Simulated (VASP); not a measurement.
GdN, 2 atoms in the cell. Symmetry: Fm-3m, No. 225, cubic system. Conventional cell: a = 4.904 Å, b = 4.904 Å, c = 4.904 Å, α = 90.00°, β = 90.00°, γ = 90.00°. Within 3.2 Å of Gd (site symmetry m-3m) lie 6 N at 2.45 Å. N (site symmetry m-3m) has 6 Gd at 2.45 Å within 3.2 Å.  This cell differs from its parent crystal: volume scaled by 0.96.

```yaml
Program: VASP 6.6.1
Task: single point
Functional: r2SCAN
Dispersion: rVV10
Potentials_or_basis: VASP PAW PBE potentials, release 64 (Gd, N)
Cutoff: 520 eV
k_mesh: 8 × 8 × 8
Occupations: gaussian, width 0.05 eV
Spin: collinear spin, ferrimagnetic start
Starting_moments: "[7.64, -0.18] μB"
Hubbard_terms: Gd f U = 4.0 eV
Dipole_correction: no
Further_INCAR_settings: ALGO = Normal; EDIFF = 1e-06; NBANDS = 22
```

Potentials or basis: VASP PAW PBE potentials, release 64 (Gd, N).

Command:

```sh
$ cat potpaw_PBE.64/Gd/POTCAR potpaw_PBE.64/N/POTCAR > POTCAR
$ cp INCAR.step1 INCAR
$ mpirun -np 1 vasp_std > vasp.out
$ cp INCAR.step2 INCAR
$ mpirun -np 1 vasp_std > vasp.out
```

Hardware: 1 thread of Intel(R) Xeon(R) Platinum 8488C (Sapphire Rapids), with other jobs on the host.

Task: How long does it take, and how much memory?

Result: Wall time 3.4 min on 1 thread of Intel(R) Xeon(R) Platinum 8488C (Sapphire Rapids), with other jobs on the host, peak memory 0.3 GiB. Counts: k points 29.
